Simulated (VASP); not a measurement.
# Mg15Sn (P-6m2) in VASP: electric field gradients with r2SCAN

Aim: the electric field gradients of Mg15Sn with r2SCAN.

Everything below comes from runs of VASP 6.6.1. Logs are shortened: lines on timing, memory, paths and dates and some standing lists are left out, and cuts for length are marked.

## (1) The cell of the first run

It takes space group P-6m2 (No. 187, hexagonal). The conventional cell has a = 6.339 Å, b = 6.339 Å, c = 10.328 Å, α = 90.00°, β = 90.00°, γ = 120.00°. Within 4.2 Å of Mg (site symmetry -6m2) lie 12 Mg at 3.17 Å. Within 4.2 Å of Mg (site symmetry mm2) lie 10 Mg at 3.16 to 3.18 Å and 2 Sn at 3.17 Å. Within 4.2 Å of Mg (site symmetry mm2) lie 12 Mg at 3.16 to 3.17 Å. Within 4.2 Å of Mg (site symmetry m) lie 11 Mg at 3.16 to 3.18 Å and 1 Sn at 3.17 Å. Within 4.2 Å of Mg (site symmetry 3m) lie 12 Mg at 3.16 to 3.17 Å. Within 4.2 Å of Sn (site symmetry -6m2) lie 12 Mg at 3.17 Å.

## (2) Electric field gradients, r2SCAN

File POSCAR:

```
Mg15Sn
1.0
    6.3386268038      0.0000000000      0.0000000000
   -3.1693134019      5.4894118372      0.0000000000
    0.0000000000      0.0000000000     10.3275150900
Mg Sn
15 1
Direct
    0.0000000000      0.0000000000      0.0000000000
    0.9989099900      0.4994549950      0.5000000000
    0.0003659900      0.5001829950      0.0000000000
    0.5005450050      0.4994549950      0.5000000000
    0.4998170050      0.5001829950      0.0000000000
    0.5005450050      0.0010900100      0.5000000000
    0.4998170050      0.9996340100      0.0000000000
    0.1671143400      0.3342286800      0.2500744400
    0.1671143400      0.3342286800      0.7499255600
    0.1671143400      0.8328856600      0.2500744400
    0.1671143400      0.8328856600      0.7499255600
    0.6657713200      0.8328856600      0.2500744400
    0.6657713200      0.8328856600      0.7499255600
    0.6666666667      0.3333333333      0.2498133300
    0.6666666667      0.3333333333      0.7501866700
    0.0000000000      0.0000000000      0.5000000000
```

File INCAR.step1:

```
ALGO     = Normal         # electronic algorithm
EDIFF    = 1E-4           # SCF threshold, eV
ENCUT    = 520            # plane-wave cutoff, eV
GGA      = PE             # functional
ISMEAR   = -1             # smearing method
LASPH    = T              # aspherical terms in the spheres
LCHARG   = F              # write CHGCAR
LREAL    = Auto         
LWAVE    = T              # write WAVECAR
NBANDS   = 36             # bands
NELM     = 100            # most SCF steps
PREC     = Accurate       # precision mode
SIGMA    = 0.05           # smearing width, eV
```

File INCAR.step2:

```
ALGO     = Normal         # electronic algorithm
EDIFF    = 1E-8           # SCF threshold, eV
ENCUT    = 520            # plane-wave cutoff, eV
ISIF     = 2              # what is computed and relaxed
ISMEAR   = -1             # smearing method
ISTART   = 1            
LASPH    = T              # aspherical terms in the spheres
LCHARG   = F              # write CHGCAR
LEFG     = T            
LMIXTAU  = T            
LREAL    = Auto         
LWAVE    = F              # write WAVECAR
METAGGA  = R2SCAN         # meta-GGA
NBANDS   = 36             # bands
NELM     = 100            # most SCF steps
PREC     = Accurate       # precision mode
SIGMA    = 0.05           # smearing width, eV
```

File KPOINTS:

```
k-points
0
Gamma
  6 6 4
```

Potentials or basis: VASP PAW PBE potentials, release 64 (Mg, Sn_d).

Launch:

```sh
$ cat potpaw_PBE.64/Mg/POTCAR potpaw_PBE.64/Sn_d/POTCAR > POTCAR
$ cp INCAR.step1 INCAR
$ mpirun -np 1 vasp_std > vasp.out
$ cp INCAR.step2 INCAR
$ mpirun -np 1 vasp_std > vasp.out
```

OUTCAR:

```text
EDIFF = 1E-8
   ENCUT = 520
   ISIF = 2
   ISMEAR = -1
   ISTART = 1
   LASPH = T
   LREAL = Auto
   METAGGA = R2SCAN
   NELM = 100
   PREC = Accurate

 ion  position               nearest neighbor table
   1  0.000  0.000  0.000-  10 3.17  11 3.17  12 3.17  13 3.17   8 3.17   9 3.17   7 3.17   7 3.17
                             3 3.17   5 3.17   5 3.17   3 3.17
   2  0.999  0.499  0.500-   4 3.16   6 3.16  14 3.16  15 3.16   8 3.16   9 3.16  10 3.16  11 3.16
                            16 3.17  16 3.17   4 3.18   6 3.18
   3  0.000  0.500  0.000-   8 3.16   9 3.16  10 3.16  11 3.16  14 3.16  15 3.16   5 3.17   7 3.17
                             1 3.17   1 3.17   5 3.17   7 3.17
   4  0.501  0.499  0.500-   2 3.16   6 3.16  14 3.16  15 3.16   8 3.16   9 3.16  12 3.16  13 3.16
                            16 3.17  16 3.17   2 3.18   6 3.18
   5  0.500  0.500  0.000-   8 3.16   9 3.16  12 3.16  13 3.16  14 3.16  15 3.16   3 3.17   7 3.17
                             1 3.17   1 3.17   3 3.17   7 3.17
   6  0.501  0.001  0.500-   2 3.16   4 3.16  14 3.16  15 3.16  12 3.16  13 3.16  10 3.16  11 3.16
                            16 3.17  16 3.17   4 3.18   2 3.18
   7  0.500  1.000  0.000-  10 3.16  11 3.16  12 3.16  13 3.16  14 3.16  15 3.16   3 3.17   5 3.17
                             1 3.17   1 3.17   5 3.17   3 3.17
   8  0.167  0.334  0.250-  10 3.16  12 3.16   5 3.16   3 3.16   2 3.16   4 3.16  16 3.17   1 3.17
                            14 3.17  14 3.17  10 3.18  12 3.18
   9  0.167  0.334  0.750-  11 3.16  13 3.16   5 3.16   3 3.16   2 3.16   4 3.16  16 3.17   1 3.17
                            15 3.17  15 3.17  11 3.18  13 3.18
  10  0.167  0.833  0.250-  12 3.16   8 3.16   7 3.16   3 3.16   6 3.16   2 3.16  16 3.17   1 3.17
                            14 3.17  14 3.17  12 3.18   8 3.18
  11  0.167  0.833  0.750-  13 3.16   9 3.16   7 3.16   3 3.16   6 3.16   2 3.16  16 3.17   1 3.17
                            15 3.17  15 3.17  13 3.18   9 3.18
  12  0.666  0.833  0.250-  10 3.16   8 3.16   7 3.16   5 3.16   6 3.16   4 3.16  16 3.17   1 3.17
                            14 3.17  14 3.17  10 3.18   8 3.18
  13  0.666  0.833  0.750-  11 3.16   9 3.16   7 3.16   5 3.16   6 3.16   4 3.16  16 3.17   1 3.17
                            15 3.17  15 3.17  11 3.18   9 3.18
  14  0.667  0.333  0.250-   2 3.16   6 3.16   4 3.16   3 3.16   7 3.16   5 3.16   8 3.17  12 3.17
                            10 3.17  10 3.17   8 3.17  12 3.17
  15  0.667  0.333  0.750-   2 3.16   6 3.16   4 3.16   3 3.16   7 3.16   5 3.16   9 3.17  13 3.17
                            11 3.17  11 3.17   9 3.17  13 3.17
  16  0.000  0.000  0.500-  10 3.17  11 3.17  12 3.17  13 3.17   8 3.17   9 3.17   6 3.17   6 3.17
                             2 3.17   4 3.17   2 3.17   4 3.17

  LATTYP: Found a hexagonal cell.
 ALAT       =     6.3386268038
 C/A-ratio  =     1.6292984916

  Lattice vectors:

 A1 = (   6.3386268038,   0.0000000000,   0.0000000000)
 A2 = (  -3.1693134019,   5.4894118372,   0.0000000000)
 A3 = (   0.0000000000,   0.0000000000,  10.3275150900)

Analysis of symmetry for initial positions (statically):
=====================================================================
 Subroutine PRICEL returns:
 Original cell was already a primitive cell.

 Routine SETGRP: Setting up the symmetry group for a
 hexagonal supercell.

 Subroutine GETGRP returns: Found 12 space group operations
 (whereof 12 operations were pure point group operations)
 out of a pool of 24 trial point group operations.

The static configuration has the point symmetry D_3h.

Analysis of symmetry for dynamics (positions and initial velocities):
=====================================================================
 Subroutine PRICEL returns:
 Original cell was already a primitive cell.

 Routine SETGRP: Setting up the symmetry group for a
 hexagonal supercell.

 Subroutine GETGRP returns: Found 12 space group operations
 (whereof 12 operations were pure point group operations)
 out of a pool of 24 trial point group operations.

The dynamic configuration has the point symmetry D_3h.

 Subroutine INISYM returns: Found 12 space group operations
 (whereof 12 operations are pure point group operations),
 and found     1 'primitive' translations

----------------------------------------------------------------------------------------

                                     Primitive cell

  volume of cell :     359.3493

  direct lattice vectors                    reciprocal lattice vectors
     6.338626804  0.000000000  0.000000000     0.157762877  0.091084439  0.000000000
    -3.169313402  5.489411837  0.000000000     0.000000000  0.182168879  0.000000000
     0.000000000  0.000000000 10.327515090     0.000000000  0.000000000  0.096828714

  length of vectors
[... 128 lines left out ...]
  Fermi-wavevector in a.u.,A,eV,Ry     =   0.812931  1.536216  8.991493  0.660856
  Thomas-Fermi vector in A             =   1.922563
   LORBIT       =      0    0 simple, 1 ext, 2 COOP (PROOUT), +10 PAW based schemes
   METAGGA = R2SCAN    functional components
   LHFCALC =     F    Hartree Fock is set to
   AEXX    =    0.0000 exact exchange contribution
   IVDW    =     0    specifies the selected vdW correction
   LEPSILON=     F    determine dielectric tensor
   LRPA    =     F    only Hartree local field effects (RPA)
 non-spin polarized calculation
  energy-cutoff  :      520.00
  volume of cell :      359.35
 maximum number of plane-waves:      9726
 NGX is ok and might be reduce to    48
   NGX = 23   NGY = 23   NGZ = 39

 number of electron      44.0000000 magnetization

 Free energy of the ion-electron system (eV)
  ---------------------------------------------------
  ext. energy  EPLUGINS =         0.00000000
  ---------------------------------------------------
  free energy    TOTEN  =       -87.34935635 eV

  energy without entropy =      -87.30419954  energy(sigma->0) =      -87.32677795

 E-fermi :   3.3120     XC(G=0):  -9.3224

 val. band max:        3.3028764444   @ k =   0.0000   0.0000   0.2500
 cond. band min:       3.3257540245   @ k =   0.3333   0.3333   0.0000
 fundamental gap:      0.0228775800
 Fermi energy:         3.3119506169

 k-point     1 :       0.0000    0.0000    0.0000
  band No.  band energies     occupation
      1     -18.7218      2.00000
      2     -18.7122      2.00000
      3     -18.7122      2.00000
      4     -18.7096      2.00000
      5     -18.7095      2.00000
      6      -5.6657      2.00000
[... 766 lines left out ...]
     33       6.2392      0.00000
     34       6.2400      0.00000
 [bands above 34 left out]

------------------------ aborting loop because EDIFF is reached ----------------------------------------

  FORCE on cell =-STRESS in cart. coord.  units (eV):
  Direction    XX          YY          ZZ          XY          YZ          ZX
  --------------------------------------------------------------------------------------
  -------------------------------------------------------------------------------------
  Total       -0.2242370     -0.2242370     -0.0958869      0.0000000      0.0000000      0.0000000
  in kB       -0.9997722     -0.9997722     -0.4275167      0.0000000      0.0000000      0.0000000
  external PRESSURE =      -0.8090204 kB  Pullay stress =       0.0000000 kB

 VOLUME and BASIS-vectors are now :
 -----------------------------------------------------------------------------
  energy-cutoff  :      520.00
  volume of cell :      359.35
      direct lattice vectors                 reciprocal lattice vectors
     6.338626804  0.000000000  0.000000000     0.157762877  0.091084439  0.000000000
    -3.169313402  5.489411837  0.000000000     0.000000000  0.182168879  0.000000000
     0.000000000  0.000000000 10.327515090     0.000000000  0.000000000  0.096828714

 POSITION                                       TOTAL-FORCE (eV/Angst)
 -----------------------------------------------------------------------------------
      0.00000      0.00000      0.00000        -0.000000      0.000000     -0.000000
      4.74879      2.74171      5.16376        -0.020298     -0.011719     -0.000000
     -1.58292      2.74571      0.00000         0.017085      0.009864     -0.000000
      1.58984      2.74171      5.16376         0.020298     -0.011719     -0.000000
      1.58292      2.74571      0.00000        -0.017085      0.009864     -0.000000
      3.16931      0.00598      5.16376         0.000000      0.023438     -0.000000
[... 8 lines left out ...]
      3.16931      1.82980      7.74756        -0.000000      0.000000      0.039169
      0.00000      0.00000      5.16376        -0.000000     -0.000000     -0.000000
 -----------------------------------------------------------------------------------
    total drift:                                0.000000     -0.000000      0.000000

  FREE ENERGIE OF THE ION-ELECTRON SYSTEM (eV)
  ---------------------------------------------------
  free  energy   TOTEN  =       -87.3493563529 eV

  energy  without entropy=      -87.3041995434  energy(sigma->0) =      -87.32677795

 Electric field gradients (V/A^2)
---------------------------------------------------------------------
 ion       V_xx      V_yy      V_zz      V_xy      V_xz      V_yz
---------------------------------------------------------------------
   1      -0.402    -0.402     0.804    -0.000     0.000     0.000
   2      -0.325     2.880    -2.554    -2.775    -0.000    -0.000
   3      -0.841    -0.731     1.572    -0.096     0.000    -0.000
   4      -0.325     2.880    -2.554     2.775     0.000    -0.000
   5      -0.841    -0.731     1.572     0.096    -0.000    -0.000
   6       4.481    -1.927    -2.554     0.000    -0.000     0.000
[... 8 lines left out ...]
  15      -0.339    -0.339     0.679    -0.000     0.000    -0.000
  16     -10.488   -10.492    20.979    -0.003     0.000     0.000
---------------------------------------------------------------------

 Electric field gradients after diagonalization (V/A^2)
 (convention: |V_zz| > |V_xx| > |V_yy|)
----------------------------------------------------------------------
 ion       V_xx      V_yy      V_zz     asymmetry (V_yy - V_xx)/ V_zz
----------------------------------------------------------------------
   1      -0.402    -0.402     0.804       0.000
   2      -2.554    -1.927     4.481       0.140
   3      -0.897    -0.675     1.572       0.141
   4      -2.554    -1.928     4.482       0.140
   5      -0.897    -0.675     1.572       0.141
   6      -2.554    -1.927     4.481       0.140
[... 8 lines left out ...]
  15      -0.339    -0.339     0.679       0.000
  16     -10.494   -10.486    20.979       0.000
----------------------------------------------------------------------

           NMR quadrupolar parameters

 Cq : quadrupolar parameter    Cq=e*Q*V_zz/h
 eta: asymmetry parameters     (V_yy - V_xx)/ V_zz
 Q  : nuclear electric quadrupole moment in mb (millibarn)
----------------------------------------------------------------------
 ion       Cq(MHz)       eta       Q (mb)
----------------------------------------------------------------------
   1       0.002       0.000       1.000
   2       0.011       0.140       1.000
   3       0.004       0.141       1.000
   4       0.011       0.140       1.000
   5       0.004       0.141       1.000
   6       0.011       0.140       1.000
[... 8 lines left out ...]
  15       0.002       0.000       1.000
  16       0.051       0.000       1.000
----------------------------------------------------------------------
```

It took 21 min on 1 thread of AMD EPYC 9R14 (Zen 4), shared host; peak memory 0.55 GiB.

What came out:

```
Free energy            : -87.3494 eV
Pressure               : -0.1 GPa
Largest force          : 0.039 eV/Å
Band gap on the k mesh : zero (band 22 reaches 3.83 eV, above the bottom of band 23 at 2.26 eV)
```

Forces in eV/Å, atoms in the order of the input:
```
Mg   0.000  0.000  0.000
Mg  -0.020 -0.012  0.000
Mg   0.017  0.010  0.000
Mg   0.020 -0.012  0.000
Mg  -0.017  0.010  0.000
Mg   0.000  0.023  0.000
Mg   0.000 -0.020  0.000
Mg   0.000  0.008 -0.002
Mg   0.000  0.008  0.002
Mg   0.007 -0.004 -0.002
Mg   0.007 -0.004  0.002
Mg  -0.007 -0.004 -0.002
Mg  -0.007 -0.004  0.002
Mg   0.000  0.000 -0.039
Mg   0.000  0.000  0.039
Sn   0.000  0.000  0.000
```

Electric field gradients, principal values (V/Å²):
```csv
atom,least,middle,greatest (by size)
1 Mg,-0.402,-0.402,0.804
2 Mg,-1.927,-2.554,4.481
3 Mg,-0.675,-0.897,1.572
4 Mg,-1.928,-2.554,4.482
5 Mg,-0.675,-0.897,1.572
6 Mg,-1.927,-2.554,4.481
7 Mg,-0.675,-0.897,1.572
8 Mg,-0.958,-2.104,3.061
9 Mg,-0.958,-2.104,3.061
10 Mg,-0.958,-2.104,3.061
11 Mg,-0.958,-2.104,3.061
12 Mg,-0.958,-2.104,3.061
13 Mg,-0.958,-2.104,3.061
14 Mg,-0.339,-0.339,0.679
15 Mg,-0.339,-0.339,0.679
16 Sn,-10.486,-10.494,20.979
```

Caveat: without QUAD_EFG the Cq values of the log hold for a quadrupole moment of 1 mb, not for the nuclei; the PAW data sets were made with another functional, which shifts forces and pressure a little; spin-orbit coupling is left out, which moves the levels of the heavy elements.
